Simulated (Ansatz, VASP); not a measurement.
# Two plane-wave programs on SrTiO3

```xyz
10
Lattice="-2.7555 2.7555 3.8200 2.7555 -2.7555 3.8200 2.7555 2.7555 -3.8200" Properties=species:S:1:pos:R:3 pbc="T T T"
Sr    0.0000    2.7555    1.9100
Sr    2.7555    0.0000    1.9100
Ti    0.0000    0.0000    0.0000
Ti    0.0000    0.0000    3.8200
O     0.0000    0.0000    1.9100
O     0.0000    0.0000    5.7301
O     1.2583    4.0138    0.0000
O     1.4972    1.2583    0.0000
O     1.4972   -1.2583    3.8200
O     1.2583    1.4972    3.8200
```

Change from the starting cell: z stretched by -2 %, ions relaxed.

Alike in both runs: functional PBE; k mesh 8 × 8 × 8; occupations fermi-dirac, width 0.02 eV; no spin polarisation.

Ansatz relaxed the structure, and its values are those at the end. VASP's run is a single point on that final structure, the one shown.

|  | VASP | Ansatz |
| --- | --- | --- |
| version | VASP 6.6.1 | Ansatz 0.2.0 |
| potentials or method | VASP PAW PBE potentials, release 64 (Sr_sv, Ti_sv, O) | plane-wave PAW, scalar-relativistic |
| plane-wave cutoff (eV) | 520 | 420 |
| valence electrons in the cell | 80 | 80 |

```tsv
	VASP	Ansatz	Ansatz less VASP
gap on the k mesh at the Fermi level (eV)	1.96	2.00	+0.033
pressure (GPa)	10.1	9.4	-0.70
rms of the force components (eV/Å)	0.008	0.006	-0.0025
```

Ansatz's warnings: stress scf threshold loose.
